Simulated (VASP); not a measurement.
# Al (Fm-3m) in VASP: notebook

The runs below take Al through single point, relaxation of volume and atoms at fixed shape, with PBEsol.

Program: VASP 6.6.1. These are calculated values, not measurements. Logs are shortened: lines on timing, memory, paths and dates and some standing lists are left out, and cuts for length are marked.

## Step 1: The cell of the first run

Symmetry: Fm-3m, No. 225, cubic system. Conventional cell: a = 4.006 Å, b = 4.006 Å, c = 4.006 Å, α = 90.00°, β = 90.00°, γ = 90.00°. Within 3.7 Å of Al (site symmetry m-3m) lie 12 Al at 2.83 Å.

## Step 2: Single point, PBEsol

File INCAR:

```
SYSTEM = Al
PREC = Accurate ; ENCUT = 520
EDIFF = 1E-7 ; ISMEAR = 1
SIGMA = 0.05 ; LREAL = .FALSE.
LASPH = .TRUE. ; NELM = 100
ALGO = Normal ; ISIF = 2
LWAVE = .FALSE. ; LCHARG = .FALSE.
GGA = PS ; NBANDS = 8
```

File KPOINTS:

```
regular mesh
0
G
  7 7 7
  0 0 0
```

File POSCAR:

```
Al
1.0
    0.0000000000      2.0027916776      2.0027916776
    2.0027916776      0.0000000000      2.0027916776
    2.0027916776      2.0027916776      0.0000000000
Al
1
Direct
    0.0000000000      0.0000000000      0.0000000000
```

Potentials or basis: VASP PAW PBE potentials, release 64 (Al).

The run is started by

```sh
> cat potpaw_PBE.64/Al/POTCAR > POTCAR
> mpirun -np 1 vasp_std > vasp.out
```

OUTCAR:

```text
SYSTEM = Al
   PREC = Accurate
   ENCUT = 520
   EDIFF = 1E-7
   ISMEAR = 1
   LREAL = .FALSE.
   LASPH = .TRUE.
   NELM = 100
   ISIF = 2
   GGA = PS

 ion  position               nearest neighbor table
   1  0.000  0.000  0.000-

  LATTYP: Found a face centered cubic cell.
 ALAT       =     4.0055833552

  Lattice vectors:

 A1 = (   0.0000000000,   2.0027916776,   2.0027916776)
 A2 = (   2.0027916776,   0.0000000000,   2.0027916776)
 A3 = (   2.0027916776,   2.0027916776,   0.0000000000)

Analysis of symmetry for initial positions (statically):
=====================================================================
 Subroutine PRICEL returns:
 Original cell was already a primitive cell.

 Routine SETGRP: Setting up the symmetry group for a
 face centered cubic supercell.

 Subroutine GETGRP returns: Found 48 space group operations
 (whereof 48 operations were pure point group operations)
 out of a pool of 48 trial point group operations.

The static configuration has the point symmetry O_h .

Analysis of symmetry for dynamics (positions and initial velocities):
=====================================================================
 Subroutine PRICEL returns:
 Original cell was already a primitive cell.

 Routine SETGRP: Setting up the symmetry group for a
 face centered cubic supercell.

 Subroutine GETGRP returns: Found 48 space group operations
 (whereof 48 operations were pure point group operations)
 out of a pool of 48 trial point group operations.

The dynamic configuration has the point symmetry O_h .

 Subroutine INISYM returns: Found 48 space group operations
 (whereof 48 operations are pure point group operations),
 and found     1 'primitive' translations

----------------------------------------------------------------------------------------

                                     Primitive cell

  volume of cell :      16.0671

  direct lattice vectors                    reciprocal lattice vectors
     0.000000000  2.002791678  2.002791678    -0.249651527  0.249651527  0.249651527
     2.002791678  0.000000000  2.002791678     0.249651527 -0.249651527  0.249651527
     2.002791678  2.002791678  0.000000000     0.249651527  0.249651527 -0.249651527

  length of vectors
     2.832375153  2.832375153  2.832375153     0.432409128  0.432409128  0.432409128

  position of ions in fractional coordinates (direct lattice)
     0.000000000  0.000000000  0.000000000

  ion indices of the primitive-cell ions
   primitive index   ion index
                 1           1

----------------------------------------------------------------------------------------

 KPOINTS: regular mesh

Automatic generation of k-mesh.
 Grid dimensions read from file:
 generate k-points for:    7    7    7

 Generating k-lattice:

  Cartesian coordinates                     Fractional coordinates (reciprocal lattice)
    -0.035664504  0.035664504  0.035664504     0.142857143  0.000000000  0.000000000
     0.035664504 -0.035664504  0.035664504     0.000000000  0.142857143  0.000000000
     0.035664504  0.035664504 -0.035664504     0.000000000  0.000000000  0.142857143

  Length of vectors
     0.061772733  0.061772733  0.061772733

  Shift w.r.t. Gamma in fractional coordinates (k-lattice)
     0.000000000  0.000000000  0.000000000

 Subroutine IBZKPT returns following result:
 ===========================================

 Found     20 irreducible k-points:

 Following reciprocal coordinates:
            Coordinates               Weight
  0.000000  0.000000  0.000000      1.000000
  0.142857  0.000000  0.000000      8.000000
  0.285714  0.000000  0.000000      8.000000
  0.428571  0.000000  0.000000      8.000000
  0.142857  0.142857  0.000000      6.000000
  0.285714  0.142857  0.000000     24.000000
[... 12 lines left out ...]
 -0.428571  0.428571  0.142857     24.000000
 -0.285714  0.428571  0.142857     24.000000
   k-points           NKPTS =     20   k-points in BZ     NKDIM =     20   number of bands    NBANDS=      8
   number of dos      NEDOS =    301   number of ions     NIONS =      1
   total plane-waves  NPLWV =  13824
   dimension x,y,z NGX =    24 NGY =   24 NGZ =   24
   dimension x,y,z NGXF=    48 NGYF=   48 NGZF=   48
   ions per type =               1
   NGX,Y,Z   is equivalent  to a cutoff of  14.09, 14.09, 14.09 a.u.
   NGXF,Y,Z  is equivalent  to a cutoff of  28.17, 28.17, 28.17 a.u.
 SYSTEM =  Al
   PREC   = accura    normal or accurate (medium, high low for compatibility)
   ISTART =      0    job   : 0-new  1-cont  2-samecut
   ICHARG =      2    charge: 1-file 2-atom 10-const
   ISPIN  =      1    spin polarized calculation?
   LNONCOLLINEAR =      F non collinear calculations
   LSORBIT =      F    spin-orbit coupling
   LASPH  =      T    aspherical Exc in radial PAW
   ENCUT  =  520.0 eV  38.22 Ry    6.18 a.u.   5.27  5.27  5.27*2*pi/ulx,y,z
   NELM   =    100;   NELMIN=  2; NELMDL= -5     # of ELM steps
   EDIFF  = 0.1E-06   stopping-criterion for ELM
   LREAL  =      F    real-space projection
   EDIFFG = 0.1E-05   stopping-criterion for IOM
   NSW    =      0    number of steps for IOM
   IBRION =     -1    ionic relax: 0-MD 1-quasi-New 2-CG
   NFREE  =      0    steps in history (QN), initial steepest desc. (CG)
   ISIF   =      2    stress and relaxation
   ISYM   =      2    0-nonsym 1-usesym 2-fastsym
   POTIM  = 0.5000    time-step for ionic-motion
   TEBEG  =    0.0;   TEEND  =   0.0 temperature during run
   PSTRESS=    0.0 pullay stress
   NELECT =       3.0000    total number of electrons
   NUPDOWN=      -1.0000    fix difference up-down
   EMIN   =  10.00;   EMAX   =-10.00  energy-range for DOS
   EFERMI =   0.00;   METHOD = LEGACY
   ISMEAR =     1;   SIGMA  =   0.05  broadening in eV -4-tet -1-fermi 0-gaus
   EFERMI_NEDOS =   21; number of points for ismear=-14 and -15
   IALGO  =     38    algorithm
   IMIX   =      4    mixing-type and parameters
     AMIX     =   0.40;   BMIX     =  1.00
     AMIX_MAG =   1.60;   BMIX_MAG =  1.00
  volume/ion in A,a.u.               =      16.07       108.43
  Fermi-wavevector in a.u.,A,eV,Ry     =   0.935699  1.768215 11.912343  0.875533
  Thomas-Fermi vector in A             =   2.062633
   LORBIT       =      0    0 simple, 1 ext, 2 COOP (PROOUT), +10 PAW based schemes
   GGA     = PS    functional components
   LHFCALC =     F    Hartree Fock is set to
   AEXX    =    0.0000 exact exchange contribution
   IVDW    =     0    specifies the selected vdW correction
   LEPSILON=     F    determine dielectric tensor
   LRPA    =     F    only Hartree local field effects (RPA)
 non-spin polarized calculation
 Methfessel and Paxton  Order N= 1 SIGMA  =   0.05
  energy-cutoff  :      520.00
  volume of cell :       16.07
 maximum number of plane-waves:       444
 NGX is ok and might be reduce to    24
   NGX = 11   NGY = 11   NGZ = 11

 number of electron       3.0000000 magnetization

 Free energy of the ion-electron system (eV)
  ---------------------------------------------------
  ext. energy  EPLUGINS =         0.00000000
  ---------------------------------------------------
  free energy    TOTEN  =        -4.13848315 eV

  energy without entropy =       -4.13804341  energy(sigma->0) =       -4.13833657

 E-fermi :   8.3532     XC(G=0): -10.3531

 val. band max:        8.3456301793   @ k =  -0.2857   0.2857   0.0000
 cond. band min:       8.4792676887   @ k =  -0.2857   0.4286   0.1429
 fundamental gap:      0.1336375094
 Fermi energy:         8.3532370004

 k-point     1 :       0.0000    0.0000    0.0000
  band No.  band energies     occupation
      1      -3.0836      2.00000
      2      20.9748      0.00000
      3      20.9748      0.00000
      4      20.9748      0.00000
      5      22.6678      0.00000
      6      22.6678      0.00000
      7      22.6678      0.00000
      8      24.9157      0.00000

 k-point     2 :       0.1429    0.0000    0.0000
  band No.  band energies     occupation
      1      -2.5201      2.00000
      2      15.9312      0.00000
      3      19.9286      0.00000
      4      19.9286      0.00000
      5      23.1572      0.00000
      6      24.4517      0.00000
      7      24.4517      0.00000
      8      25.8207      0.00000

 k-point     3 :       0.2857    0.0000    0.0000
  band No.  band energies     occupation
      1      -0.8432      2.00000
      2      10.4046      0.00000
      3      19.2154      0.00000
      4      19.2154      0.00000
      5      22.5798      0.00000
      6      22.5798      0.00000
      7      22.7830      0.00000
      8      26.6574      0.00000

 k-point     4 :       0.4286    0.0000    0.0000
  band No.  band energies     occupation
      1       1.9063      2.00000
      2       5.6901      2.00000
      3      19.4011      0.00000
      4      19.4011      0.00000
      5      20.5342      0.00000
      6      20.5342      0.00000
      7      23.1267      0.00000
      8      24.4891      0.00000

 k-point     5 :       0.1429    0.1429    0.0000
  band No.  band energies     occupation
      1      -2.3328      2.00000
      2      17.9016      0.00000
      3      17.9016      0.00000
      4      18.0323      0.00000
      5      21.2150      0.00000
      6      22.1169      0.00000
      7      26.8024      0.00000
      8      26.8024      0.00000

 k-point     6 :       0.2857    0.1429    0.0000
  band No.  band energies     occupation
      1      -1.0286      2.00000
      2      12.5714      0.00000
      3      16.8062      0.00000
      4      18.2897      0.00000
      5      18.8277      0.00000
      6      22.7593      0.00000
      7      26.6890      0.00000
      8      27.2967      0.00000

 k-point     7 :       0.4286    0.1429    0.0000
  band No.  band energies     occupation
      1       1.3604      2.00000
      2       7.6181      2.00000
      3      16.2086      0.00000
      4      16.6612      0.00000
      5      18.4345      0.00000
      6      24.5321      0.00000
      7      26.2434      0.00000
      8      27.7659      0.00000

 k-point     8 :      -0.4286    0.1429    0.0000
  band No.  band energies     occupation
      1       3.5184      2.00000
      2       4.8074      2.00000
      3      14.7126      0.00000
      4      17.4718      0.00000
      5      19.3408      0.00000
      6      23.1225      0.00000
      7      26.0143      0.00000
      8      28.3951      0.00000

 k-point     9 :      -0.2857    0.1429    0.0000
  band No.  band energies     occupation
      1       0.4469      2.00000
      2       9.1571     -0.00000
      3      14.2420      0.00000
      4      19.2392      0.00000
      5      21.2210      0.00000
      6      22.6041      0.00000
      7      25.3188      0.00000
      8      27.2148      0.00000

 k-point    10 :      -0.1429    0.1429    0.0000
  band No.  band energies     occupation
      1      -1.5860      2.00000
      2      13.8708      0.00000
      3      15.2793      0.00000
      4      21.8889      0.00000
      5      22.4350      0.00000
      6      23.8956      0.00000
      7      23.9592      0.00000
      8      24.7765      0.00000
[... 34 lines left out ...]
 k-point    14 :      -0.2857    0.2857    0.0000
  band No.  band energies     occupation
      1       2.8090      2.00000
      2       8.3456      1.25422
      3       9.9200      0.00000
      4      16.8304      0.00000
      5      18.7441      0.00000
      6      26.7423      0.00000
      7      27.2272      0.00000
      8      28.4270      0.00000

 k-point    15 :       0.4286    0.4286    0.0000
  band No.  band energies     occupation
      1       3.4993      2.00000
      2       8.6876     -0.00000
      3      13.6782      0.00000
      4      14.1015      0.00000
      5      14.1015      0.00000
      6      17.7087      0.00000
      7      33.3000      0.00000
      8      34.9291      0.00000

 k-point    16 :      -0.4286    0.4286    0.0000
  band No.  band energies     occupation
      1       5.5923      2.00000
      2       6.9674      2.00000
      3       9.8429      0.00000
      4      14.2628      0.00000
      5      15.6647      0.00000
      6      20.3991      0.00000
      7      32.3897      0.00000
      8      33.2970      0.00000

 k-point    17 :       0.4286    0.2857    0.1429
  band No.  band energies     occupation
      1       0.6296      2.00000
      2      11.1096      0.00000
      3      12.6291      0.00000
      4      15.6253      0.00000
      5      20.7580      0.00000
      6      22.6254      0.00000
      7      25.1546      0.00000
      8      30.0435      0.00000

 k-point    18 :      -0.4286    0.2857    0.1429
  band No.  band energies     occupation
      1       3.3438      2.00000
      2       7.0569      2.00000
      3      12.1450      0.00000
      4      13.4814      0.00000
      5      21.7242      0.00000
      6      23.0061      0.00000
      7      26.4711      0.00000
      8      30.3862      0.00000

 k-point    19 :      -0.4286    0.4286    0.1429
  band No.  band energies     occupation
      1       4.2113      2.00000
      2       9.3348     -0.00000
      3       9.7265      0.00000
      4      11.4185      0.00000
      5      19.4360      0.00000
      6      21.5240      0.00000
      7      28.2563      0.00000
      8      32.1348      0.00000

 k-point    20 :      -0.2857    0.4286    0.1429
  band No.  band energies     occupation
      1       6.3089      2.00000
      2       6.9672      2.00000
      3       8.4793     -0.00211
      4      11.6098      0.00000
      5      21.1260      0.00000
      6      25.6527      0.00000
      7      26.2364      0.00000
      8      27.9289      0.00000

------------------------ aborting loop because EDIFF is reached ----------------------------------------

  FORCE on cell =-STRESS in cart. coord.  units (eV):
  Direction    XX          YY          ZZ          XY          YZ          ZX
  --------------------------------------------------------------------------------------
  -------------------------------------------------------------------------------------
  Total        0.0025933      0.0025933      0.0025933      0.0000000     -0.0000000      0.0000000
  in kB        0.2585979      0.2585979      0.2585979      0.0000000     -0.0000000      0.0000000
  external PRESSURE =       0.2585979 kB  Pullay stress =       0.0000000 kB

 VOLUME and BASIS-vectors are now :
 -----------------------------------------------------------------------------
  energy-cutoff  :      520.00
  volume of cell :       16.07
      direct lattice vectors                 reciprocal lattice vectors
     0.000000000  2.002791678  2.002791678    -0.249651527  0.249651527  0.249651527
     2.002791678  0.000000000  2.002791678     0.249651527 -0.249651527  0.249651527
     2.002791678  2.002791678  0.000000000     0.249651527  0.249651527 -0.249651527

 POSITION                                       TOTAL-FORCE (eV/Angst)
 -----------------------------------------------------------------------------------
      0.00000      0.00000      0.00000         0.000000     -0.000000     -0.000000
 -----------------------------------------------------------------------------------
    total drift:                               -0.000000      0.000000      0.000000

  FREE ENERGIE OF THE ION-ELECTRON SYSTEM (eV)
  ---------------------------------------------------
  free  energy   TOTEN  =        -4.1384831489 eV

  energy  without entropy=       -4.1380434103  energy(sigma->0) =       -4.13833657
```

Run time: 2 s. Hardware: 1 thread of AMD EPYC 9R45 (Zen 5), shared host; peak memory 0.1 GiB.

Results:

* Free energy: -4.1385 eV
* Pressure: 0.0 GPa

Caveat: the k points lie up to 0.39 Å⁻¹ apart; the PAW data sets were made with another functional, which shifts forces and pressure a little.

(Continued in part 2 of 2.)
